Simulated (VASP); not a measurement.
A run of VASP 6.6.1 is set up as follows.

File INCAR:

```
  PREC = Accurate
  ENCUT = 600
  EDIFF = 1E-6
  ISMEAR = -1
  SIGMA = 0.05
  LREAL = F
  LASPH = T
  NELM = 100
  ALGO = Normal
  ISIF = 3
  LWAVE = F
  LCHARG = F
  GGA = PE
  IVDW = 12
  IBRION = 2
  NSW = 60
  EDIFFG = -0.01
```

Contents of KPOINTS:

```
regular mesh
0
Gamma
  6 6 9
```

The input POSCAR:

```
TaN
1.0
    5.1960000000      0.0000000000      0.0000000000
   -2.5980000000      4.4998679981      0.0000000000
    0.0000000000      0.0000000000      2.9110000000
Ta N
3 3
Direct
    0.0000000000      0.0000000000      0.0000000000
    0.6666666667      0.3333333333      0.5000000000
    0.3333333333      0.6666666667      0.5000000000
    0.0000000000      0.3928500000      0.0000000000
    0.6071500000      0.6071500000      0.0000000000
    0.3928500000      0.0000000000      0.0000000000
```

Potentials or basis: VASP PAW PBE potentials, release 64 (Ta_pv, N).

Command:

```console
$ cat potpaw_PBE.64/Ta_pv/POTCAR potpaw_PBE.64/N/POTCAR > POTCAR
$ mpirun -np 1 vasp_std > vasp.out
```

(1) Predict the relaxed cell.

(2) Estimate the space group after relaxing (to 0.1 Å).

(3) What does it give for the relaxed volume?

(4) Predict the band gap on the k mesh.

## Answers

(1) a = 5.194 Å, b = 5.194 Å, c = 2.904 Å, α = 90.00°, β = 90.00°, γ = 120.00°.

(2) P-62m (No. 189).

(3) 11.31 Å³/atom.

(4) zero (bands 24 and 25 overlap by 3.11 eV).

Caveat: spin-orbit coupling is left out, which moves the levels of the heavy elements.
